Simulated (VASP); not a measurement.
Here is a VASP 6.6.1 calculation.

INCAR

```
SYSTEM = SnO2
PREC = Accurate
ENCUT = 520
EDIFF = 1E-6
ISMEAR = 0
SIGMA = 0.05
LREAL = .FALSE.
LASPH = .TRUE.
NELM = 80
ALGO = Normal
ISIF = 2
LWAVE = .FALSE.
LCHARG = .FALSE.
GGA = PS
NBANDS = 20
```

Contents of KPOINTS:

```
regular mesh
0
G
  12 12 12
  0 0 0
```

Contents of POSCAR:

```
SnO2
1.0
    1.6856500000      0.9732104813      4.0575333333
   -1.6856500000      0.9732104813      4.0575333333
    0.0000000000     -1.9464209625      4.0575333333
Sn O
1 2
Direct
    0.5000000000      0.5000000000      0.5000000000
    0.2414378084      0.2414378084      0.2414378084
    0.7585621916      0.7585621916      0.7585621916
```

Potentials or basis: VASP PAW PBE potentials, release 64 (Sn_d, O).

Command:

```sh
$ cat potpaw_PBE.64/Sn_d/POTCAR potpaw_PBE.64/O/POTCAR > POTCAR
$ mpirun -np 1 vasp_std > vasp.out
```

Question: What does it give for the band gap on the k mesh?

Answer: 0.69 eV.

Question: What does it give for the largest force?

Answer: 0.080 eV/Å.

Question: What does it give for the pressure?

Answer: -9.5 GPa.

Forces on the atoms (eV/Å):
```
Sn   0.000  0.000  0.000
O    0.000  0.000  0.080
O    0.000  0.000 -0.080
```

Caveat: the cell stands under tension; the PAW data sets were made with another functional, which shifts forces and pressure a little; spin-orbit coupling is left out, which moves the levels of the heavy elements. A k mesh can miss the band edges.
